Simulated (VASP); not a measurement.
Input of a VASP 6.6.1 run:

The input INCAR:

```
PREC = Accurate
ENCUT = 600
EDIFF = 1E-7
ISMEAR = 0
SIGMA = 0.1
LREAL = F
LASPH = T
NELM = 80
ALGO = Normal
ISIF = 3
LWAVE = F
LCHARG = F
GGA = PE
IBRION = 2
NSW = 100
EDIFFG = -0.01
```

KPOINTS

```
regular mesh
0
Gamma
  10 10 14
```

File POSCAR:

```
GaP3
1.0
    4.4201380651      0.0000000000      0.0000000000
    0.0000000000      4.4201380651      0.0000000000
    0.0000000000      0.0000000000      3.1502790218
Ga P
1 3
Direct
    0.0000000000      0.0000000000      0.0000000000
    0.0000000000      0.5000000000      0.5000000000
    0.5000000000      0.0000000000      0.5000000000
    0.5000000000      0.5000000000      0.0000000000
```

Potentials or basis: VASP PAW PBE potentials, release 64 (Ga_d, P).

Command:

```bash
$ cat potpaw_PBE.64/Ga_d/POTCAR potpaw_PBE.64/P/POTCAR > POTCAR
$ mpirun -np 1 vasp_std > vasp.out
```

Q: What does it give for the relaxed cell?

A: a = 4.430 Å, b = 4.430 Å, c = 3.128 Å, α = 90.00°, β = 90.00°, γ = 90.00°.

Q: Predict the relaxed volume.

A: 15.35 Å³/atom.

Q: What does it give for the band gap on the k mesh?

A: Zero (bands 14 and 15 overlap by 4.98 eV).

Final structure:
```cif
data_structure
_symmetry_space_group_name_H-M 'P 1'
_symmetry_Int_Tables_number 1
_cell_length_a 4.4298
_cell_length_b 4.4298
_cell_length_c 3.1279
_cell_angle_alpha 90.000
_cell_angle_beta 90.000
_cell_angle_gamma 90.000
_cell_volume 61.38
loop_
_atom_site_label
_atom_site_type_symbol
_atom_site_fract_x
_atom_site_fract_y
_atom_site_fract_z
_atom_site_occupancy
Ga1 Ga 0.00000 0.00000 0.00000 1
P1 P 0.00000 0.50000 0.50000 1
P2 P 0.50000 0.00000 0.50000 1
P3 P 0.50000 0.50000 0.00000 1
```
